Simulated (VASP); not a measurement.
# TiMoSe4 (P-43m) in VASP: a series of runs

Runs on TiMoSe4. Level: PBE. Tasks: relaxation of cell and atoms, single point.

Everything below comes from runs of VASP 6.6.1. Logs are shortened: lines on timing, memory, paths and dates and some standing lists are left out, and cuts for length are marked.

### Step 1. The cell of the first run

Symmetry: P-43m, No. 215, cubic system. Conventional cell: a = 5.266 Å, b = 5.266 Å, c = 5.266 Å, α = 90.00°, β = 90.00°, γ = 90.00°. Ti (site symmetry -43m) has 4 Se at 2.26 Å within 3.0 Å. Mo (site symmetry -43m) has 4 Se at 2.30 Å within 3.0 Å. Within 3.0 Å of Se (site symmetry 3m) lie 1 Ti at 2.26 Å and 1 Mo at 2.30 Å.

The cell was built from a structure type or drawn by symmetry, and may not be a known phase.

### Step 2. Relaxation of cell and atoms, PBE, collinear spin

Contents of INCAR:

```
SYSTEM = TiMoSe4
PREC = Accurate ; ENCUT = 600
EDIFF = 1E-6 ; ISMEAR = 0
SIGMA = 0.15 ; LREAL = .False.
LASPH = .True. ; NELM = 150
ALGO = Normal ; ISIF = 3
LWAVE = .False. ; LCHARG = .False.
ISPIN = 2 ; MAGMOM = 1 1 0 0 0 0
LORBIT = 11 ; LMAXMIX = 4
GGA = PE ; IBRION = 2
NSW = 36 ; EDIFFG = -0.08
```

Contents of KPOINTS:

```
Automatic mesh
0
Gamma
  2 2 2
  0 0 0
```

Contents of POSCAR:

```
TiMoSe4
1.0
    5.2658427800      0.0000000000      0.0000000000
    0.0000000000      5.2658427800      0.0000000000
    0.0000000000      0.0000000000      5.2658427800
Ti Mo Se
1 1 4
Direct
    0.0000000000      0.0000000000      0.0000000000
    0.5000000000      0.5000000000      0.5000000000
    0.7517169200      0.7517169200      0.7517169200
    0.2482830800      0.2482830800      0.7517169200
    0.2482830800      0.7517169200      0.2482830800
    0.7517169200      0.2482830800      0.2482830800
```

Potentials or basis: VASP PAW PBE potentials, release 64 (Ti_sv, Mo_sv, Se).

Run with:

```bash
$ cat potpaw_PBE.64/Ti_sv/POTCAR potpaw_PBE.64/Mo_sv/POTCAR potpaw_PBE.64/Se/POTCAR > POTCAR
$ mpirun -np 1 vasp_std > vasp.out
```

OUTCAR:

```text
SYSTEM = TiMoSe4
   PREC = Accurate
   ENCUT = 600
   EDIFF = 1E-6
   ISMEAR = 0
   LREAL = .False.
   LASPH = .True.
   NELM = 150
   ISIF = 3
   ISPIN = 2
   LORBIT = 11
   GGA = PE
   IBRION = 2
   NSW = 36
   EDIFFG = -0.08

 ion  position               nearest neighbor table
   1  0.000  0.000  0.000-   3 2.26   4 2.26   5 2.26   6 2.26
   2  0.500  0.500  0.500-   3 2.30   4 2.30   5 2.30   6 2.30
   3  0.752  0.752  0.752-   1 2.26   2 2.30
   4  0.248  0.248  0.752-   1 2.26   2 2.30
   5  0.248  0.752  0.248-   1 2.26   2 2.30
   6  0.752  0.248  0.248-   1 2.26   2 2.30

  LATTYP: Found a simple cubic cell.
 ALAT       =     5.2658427800

  Lattice vectors:

 A1 = (   5.2658427800,   0.0000000000,   0.0000000000)
 A2 = (   0.0000000000,   5.2658427800,   0.0000000000)
 A3 = (   0.0000000000,   0.0000000000,   5.2658427800)

Analysis of symmetry for initial positions (statically):
=====================================================================
 Subroutine PRICEL returns:
 Original cell was already a primitive cell.

 Routine SETGRP: Setting up the symmetry group for a
 simple cubic supercell.

 Subroutine GETGRP returns: Found 24 space group operations
 (whereof 24 operations were pure point group operations)
 out of a pool of 48 trial point group operations.

The static configuration has the point symmetry T_d .

Analysis of symmetry for dynamics (positions and initial velocities):
=====================================================================
 Subroutine PRICEL returns:
 Original cell was already a primitive cell.

 Routine SETGRP: Setting up the symmetry group for a
 simple cubic supercell.

 Subroutine GETGRP returns: Found 24 space group operations
 (whereof 24 operations were pure point group operations)
 out of a pool of 48 trial point group operations.

The dynamic configuration has the point symmetry T_d .

Analysis of structural, dynamic, and magnetic symmetry:
=====================================================================
 Subroutine PRICEL returns:
 Original cell was already a primitive cell.

 Routine SETGRP: Setting up the symmetry group for a
 simple cubic supercell.

 Subroutine GETGRP returns: Found 24 space group operations
 (whereof 24 operations were pure point group operations)
 out of a pool of 48 trial point group operations.

The overall configuration has the point symmetry T_d .

 Subroutine INISYM returns: Found 24 space group operations
 (whereof 24 operations are pure point group operations),
 and found     1 'primitive' translations

----------------------------------------------------------------------------------------

                                     Primitive cell

  volume of cell :     146.0171

  direct lattice vectors                    reciprocal lattice vectors
     5.265842780  0.000000000  0.000000000     0.189903125  0.000000000  0.000000000
     0.000000000  5.265842780  0.000000000     0.000000000  0.189903125  0.000000000
     0.000000000  0.000000000  5.265842780     0.000000000  0.000000000  0.189903125

  length of vectors
     5.265842780  5.265842780  5.265842780     0.189903125  0.189903125  0.189903125

  position of ions in fractional coordinates (direct lattice)
     0.000000000  0.000000000  0.000000000
     0.500000000  0.500000000  0.500000000
     0.751716920  0.751716920  0.751716920
     0.248283080  0.248283080  0.751716920
     0.248283080  0.751716920  0.248283080
     0.751716920  0.248283080  0.248283080

  ion indices of the primitive-cell ions
   primitive index   ion index
                 1           1
                 2           2
                 3           3
                 4           4
                 5           5
                 6           6

----------------------------------------------------------------------------------------

 KPOINTS: Automatic mesh

Automatic generation of k-mesh.
 Grid dimensions read from file:
 generate k-points for:    2    2    2

 Generating k-lattice:

  Cartesian coordinates                     Fractional coordinates (reciprocal lattice)
     0.094951563  0.000000000  0.000000000     0.500000000  0.000000000  0.000000000
     0.000000000  0.094951563  0.000000000     0.000000000  0.500000000  0.000000000
     0.000000000  0.000000000  0.094951563     0.000000000  0.000000000  0.500000000

  Length of vectors
     0.094951563  0.094951563  0.094951563

  Shift w.r.t. Gamma in fractional coordinates (k-lattice)
     0.000000000  0.000000000  0.000000000

 Subroutine IBZKPT returns following result:
 ===========================================

 Found      4 irreducible k-points:

 Following reciprocal coordinates:
            Coordinates               Weight
  0.000000  0.000000  0.000000      1.000000
  0.500000  0.000000  0.000000      3.000000
  0.500000  0.500000  0.000000      3.000000
  0.500000  0.500000  0.500000      1.000000
   k-points           NKPTS =      4   k-points in BZ     NKDIM =      4   number of bands    NBANDS=     31
   number of dos      NEDOS =    301   number of ions     NIONS =      6
   total plane-waves  NPLWV =  74088
   dimension x,y,z NGX =    42 NGY =   42 NGZ =   42
   dimension x,y,z NGXF=    84 NGYF=   84 NGZF=   84
   ions per type =               1   1   4
   NGX,Y,Z   is equivalent  to a cutoff of  13.26, 13.26, 13.26 a.u.
   NGXF,Y,Z  is equivalent  to a cutoff of  26.52, 26.52, 26.52 a.u.
 SYSTEM =  TiMoSe4
   PREC   = accura    normal or accurate (medium, high low for compatibility)
   ISTART =      0    job   : 0-new  1-cont  2-samecut
   ICHARG =      2    charge: 1-file 2-atom 10-const
   ISPIN  =      2    spin polarized calculation?
   LNONCOLLINEAR =      F non collinear calculations
   LSORBIT =      F    spin-orbit coupling
   LASPH  =      T    aspherical Exc in radial PAW
   ENCUT  =  600.0 eV  44.10 Ry    6.64 a.u.  10.52 10.52 10.52*2*pi/ulx,y,z
   NELM   =    150;   NELMIN=  2; NELMDL= -5     # of ELM steps
   EDIFF  = 0.1E-05   stopping-criterion for ELM
   LREAL  =      F    real-space projection
   EDIFFG = -.8E-01   stopping-criterion for IOM
   NSW    =     36    number of steps for IOM
   IBRION =      2    ionic relax: 0-MD 1-quasi-New 2-CG
   NFREE  =      1    steps in history (QN), initial steepest desc. (CG)
   ISIF   =      3    stress and relaxation
   ISYM   =      2    0-nonsym 1-usesym 2-fastsym
   POTIM  = 0.5000    time-step for ionic-motion
   TEBEG  =    0.0;   TEEND  =   0.0 temperature during run
   PSTRESS=    0.0 pullay stress
   NELECT =      50.0000    total number of electrons
   NUPDOWN=      -1.0000    fix difference up-down
   EMIN   =  10.00;   EMAX   =-10.00  energy-range for DOS
   EFERMI =   0.00;   METHOD = LEGACY
   ISMEAR =     0;   SIGMA  =   0.15  broadening in eV -4-tet -1-fermi 0-gaus
   EFERMI_NEDOS =   21; number of points for ismear=-14 and -15
   IALGO  =     38    algorithm
   IMIX   =      4    mixing-type and parameters
     AMIX     =   0.40;   BMIX     =  1.00
     AMIX_MAG =   1.60;   BMIX_MAG =  1.00
  volume/ion in A,a.u.               =      24.34       164.23
  Fermi-wavevector in a.u.,A,eV,Ry     =   1.145329  2.164358 17.847832  1.311779
  Thomas-Fermi vector in A             =   2.282018
   LORBIT       =     11    0 simple, 1 ext, 2 COOP (PROOUT), +10 PAW based schemes
   GGA     = PE    functional components
   LHFCALC =     F    Hartree Fock is set to
   AEXX    =    0.0000 exact exchange contribution
   IVDW    =     0    specifies the selected vdW correction
   LEPSILON=     F    determine dielectric tensor
   LRPA    =     F    only Hartree local field effects (RPA)
 conjugate gradient relaxation of ions
 spin polarized calculation
 Gauss-broadening in eV      SIGMA  =   0.15
  energy-cutoff  :      600.00
  volume of cell :      146.02
 maximum number of plane-waves:      4945
   NGX = 21   NGY = 21   NGZ = 21

--------------------------------------- Ionic step        1  -------------------------------------------

 number of electron      49.9999997 magnetization       0.5415220

 Free energy of the ion-electron system (eV)
  ---------------------------------------------------
  ext. energy  EPLUGINS =         0.00000000
  ---------------------------------------------------
  free energy    TOTEN  =       -33.60903746 eV

  energy without entropy =      -33.53925729  energy(sigma->0) =      -33.57414738

------------------------ aborting loop because EDIFF is reached ----------------------------------------

  FORCE on cell =-STRESS in cart. coord.  units (eV):
  Direction    XX          YY          ZZ          XY          YZ          ZX
  --------------------------------------------------------------------------------------
  -------------------------------------------------------------------------------------
  Total       10.2658678     10.2658678     10.2658678      0.0000000     -0.0000000      0.0000000
  in kB      112.6425787    112.6425787    112.6425787      0.0000000     -0.0000000      0.0000000
  external PRESSURE =     112.6425787 kB  Pullay stress =       0.0000000 kB
[... 147 lines left out ...]
  energy  without entropy=      -34.1891285744  energy(sigma->0) =      -34.23118810

--------------------------------------- Ionic step        5  -------------------------------------------

 number of electron      49.9999993 magnetization      -0.0005271

 Free energy of the ion-electron system (eV)
  ---------------------------------------------------
  ext. energy  EPLUGINS =         0.00000000
  ---------------------------------------------------
  free energy    TOTEN  =       -34.29617698 eV

  energy without entropy =      -34.21146888  energy(sigma->0) =      -34.25382293

 E-fermi :   2.9150     XC(G=0):  -8.9429

 val. band max:        2.8932154894   @ k =   0.0000   0.0000   0.0000
 cond. band min:       3.0521875706   @ k =   0.5000   0.5000   0.0000
 fundamental gap:      0.1589720812
 Fermi energy:         2.9149521727

 spin component 1

 k-point     1 :       0.0000    0.0000    0.0000
  band No.  band energies     occupation
      1     -58.6491      1.00000
      2     -54.4804      1.00000
      3     -32.7804      1.00000
      4     -32.7804      1.00000
      5     -32.7804      1.00000
      6     -30.7671      1.00000
[... 125 lines left out ...]
     30       5.7244      0.00000
     31       5.7244      0.00000
 Fermi energy:         2.9149521727

 spin component 2

 k-point     1 :       0.0000    0.0000    0.0000
  band No.  band energies     occupation
      1     -58.6493      1.00000
      2     -54.4806      1.00000
      3     -32.7806      1.00000
      4     -32.7806      1.00000
      5     -32.7806      1.00000
      6     -30.7673      1.00000
[... 158 lines left out ...]
  FREE ENERGIE OF THE ION-ELECTRON SYSTEM (eV)
  ---------------------------------------------------
  free  energy   TOTEN  =       -34.2961769788 eV

  energy  without entropy=      -34.2114688822  energy(sigma->0) =      -34.25382293

 reached required accuracy - stopping structural energy minimisation

 total charge

# of ion       s       p       d       tot
------------------------------------------
    1        2.169   6.122   1.940  10.232
    2        2.313   6.167   3.934  12.414
    3        1.454   2.393   0.033   3.879
    4        1.454   2.393   0.033   3.879
    5        1.454   2.393   0.033   3.879
    6        1.454   2.393   0.033   3.879
--------------------------------------------------
tot         10.298  21.860   6.004  38.162

 magnetization (x)

# of ion       s       p       d       tot
------------------------------------------
    1       -0.000  -0.000  -0.000  -0.000
    2       -0.000  -0.000  -0.000  -0.000
    3        0.000   0.000  -0.000   0.000
    4        0.000   0.000  -0.000   0.000
    5        0.000   0.000  -0.000   0.000
    6        0.000   0.000  -0.000   0.000
--------------------------------------------------
tot         -0.000   0.000  -0.001  -0.000
```

Run time: 4.1 min. Hardware: 1 thread of Intel Xeon 6975P-C (Granite Rapids), shared host; peak memory 0.34 GiB.

What came out:

* Free energy: -34.2962 eV
* Relaxed volume: 27.64 Å³/atom
* Relaxed cell: a = 5.494 Å, b = 5.494 Å, c = 5.494 Å, α = 90.00°, β = 90.00°, γ = 90.00°
* Space group after relaxing (to 0.1 Å): P-43m (No. 215)
* Energy gained by relaxing: 114.5 meV/atom
* Ionic steps: 5
* Pressure after relaxing: 0.2 GPa
* Largest force after relaxing: 0.008 eV/Å
* Band gap on the k mesh: zero (filled and empty bands overlap)
* Net moment: 0.00 μB per cell
* Valence electrons inside the program's atomic spheres: Ti 10.23; Mo 12.41; Se 3.88

Forces in eV/Å, atoms in the order of the input:
```
Ti   0.000  0.000  0.000
Mo   0.000  0.000  0.000
Se   0.005  0.005  0.005
Se  -0.005 -0.005  0.005
Se  -0.005  0.005 -0.005
Se   0.005 -0.005 -0.005
```

Step by step:
| step | energy change (eV) | largest force (eV/Å) | pressure (GPa) | volume (Å³) |
| --- | --- | --- | --- | --- |
| 1 | 0.0000 | 0.7505 | 11.26 | 146.02 |
| 2 | -0.2987 | 0.4978 | -5.87 | 185.24 |
| 3 | -0.6642 | 0.5072 | -0.39 | 166.61 |
| 4 | -0.6642 | 0.5092 | -0.22 | 166.18 |
| 5 | -0.6871 | 0.0084 | 0.24 | 165.83 |

Final structure:
```
CELL_PARAMETERS angstrom
5.49395 0.00000 0.00000
0.00000 5.49395 0.00000
0.00000 0.00000 5.49395
ATOMIC_POSITIONS crystal
Ti 0.00000 0.00000 0.00000
Mo 0.50000 0.50000 0.50000
Se 0.74707 0.74707 0.74707
Se 0.25293 0.25293 0.74707
Se 0.25293 0.74707 0.25293
Se 0.74707 0.25293 0.25293
```

Caveat: the k points lie up to 0.57 Å⁻¹ apart in the final cell, too coarse for converged energies and pressures of a metal.

### Step 3. Single point, PBE, collinear spin

This run uses another cell than the first one, of 27.98 Å³/atom.

Contents of INCAR:

```
SYSTEM = TiMoSe4
  PREC = Accurate
  ENCUT = 520
  EDIFF = 1E-7
  ISMEAR = 0
  SIGMA = 0.15
  LREAL = .False.
  LASPH = .True.
  NELM = 150
  ALGO = Normal
  ISIF = 2
  LWAVE = .False.
  LCHARG = .True.
  ISPIN = 2
  MAGMOM = 1 1 0 0 0 0
  LORBIT = 11
  LMAXMIX = 4
  GGA = PE
  LELF = .True.
  LVHAR = .True.
  NBANDS = 38
```

Contents of KPOINTS:

```
Automatic mesh
0
Gamma
  3 3 3
  0 0 0
```

Contents of POSCAR:

```
TiMoSe4
1.0
    5.5165732024      0.0000000000      0.0000000000
    0.0000000000      5.5165732024      0.0000000000
    0.0000000000      0.0000000000      5.5165732024
Ti Mo Se
1 1 4
Direct
    0.5000000000      0.5000000000      0.5000000000
    0.0000000000      0.0000000000      0.0000000000
    0.2466591735      0.2466591735      0.7533408265
    0.2466591735      0.7533408265      0.2466591735
    0.7533408265      0.2466591735      0.2466591735
    0.7533408265      0.7533408265      0.7533408265
```

Potentials or basis: VASP PAW PBE potentials, release 64 (Ti_sv, Mo_sv, Se).

Run with:

```bash
$ cat potpaw_PBE.64/Ti_sv/POTCAR potpaw_PBE.64/Mo_sv/POTCAR potpaw_PBE.64/Se/POTCAR > POTCAR
$ mpirun -np 1 vasp_std > vasp.out
```

Wall time 2.1 min (1 thread of Intel Xeon 8259CL, shared host); peak memory 0.32 GiB.

Results (log left out):

- Free energy: -34.3769 eV
- Pressure: -0.5 GPa
- Largest force: 0.033 eV/Å
- Net moment: 1.16 μB per cell
- Site moments: Ti +0.59; Mo +0.48; Se -0.04 μB
- Valence electrons inside the program's atomic spheres: Ti 10.23; Mo 12.41; Se 3.87

Forces on the atoms (eV/Å):
```
Ti   0.000  0.000  0.000
Mo   0.000  0.000  0.000
Se   0.019  0.019 -0.019
Se   0.019 -0.019  0.019
Se  -0.019  0.019  0.019
Se  -0.019 -0.019 -0.019
```

Levels at points of the mesh, in eV from the Fermi level:
Spin up:
| k point | band 23 | band 24 | band 25 | band 26 | band 27 | band 28 | band 29 | band 30 |
| --- | --- | --- | --- | --- | --- | --- | --- | --- |
| (0.00, 0.00, 0.00) | -1.37 | -1.37 | -0.77 | -0.77 | -0.33 | -0.33 | -0.33 | 1.59 |
Spin down:
```csv
k point,band 21,band 22,band 23,band 24,band 25,band 26,band 27,band 28
"(0.00, 0.00, 0.00)",-1.42,-1.37,-1.37,-1.37,-0.33,-0.33,0.03,0.03
```

Caveat: the k points lie up to 0.38 Å⁻¹ apart.
